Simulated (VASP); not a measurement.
NaI: single point with LDA

Crystal: NaI.

```
Na I
1.0
     0.00000    3.23640    3.23640
     3.23640    0.00000    3.23640
     3.23640    3.23640    0.00000
Na I
1 1
Direct
  0.00000 0.00000 0.00000
  0.50000 0.50000 0.50000
```

| Quantity | Value |
| --- | --- |
| Program | VASP 6.6.1 |
| Task | single point |
| Functional | LDA |
| Potentials or basis | VASP PAW LDA potentials, release 64 (Na_pv, I) |
| Cutoff | 500 eV |
| k mesh | 6 × 6 × 6 |
| Occupations | gaussian, width 0.01 eV |
| Spin | no spin polarisation |

```json
{
  "Pressure": "-1.6 GPa",
  "Band gap on the k mesh": "3.35 eV"
}
```

Levels at points of the mesh, in eV from the valence-band top:
```
           k point  band 4  band 5  band 6  band 7  band 8  band 9  band 10  band 11
(0.00, 0.00, 0.00)  -11.08    0.00    0.00    0.00    3.35    7.80     7.80     7.80
(0.50, 0.00, 0.00)  -10.77   -2.25   -0.29   -0.29    4.86    7.28     7.28     8.47
(0.50, 0.50, 0.00)  -10.69   -1.96   -0.76   -0.76    4.26    5.37     9.61    11.02
```

Wall time 23 s on 1 thread of Intel Xeon 8259CL, on a shared host, peak memory 0.18 GiB.

Caveat: spin-orbit coupling is left out, which moves the levels of the heavy elements.
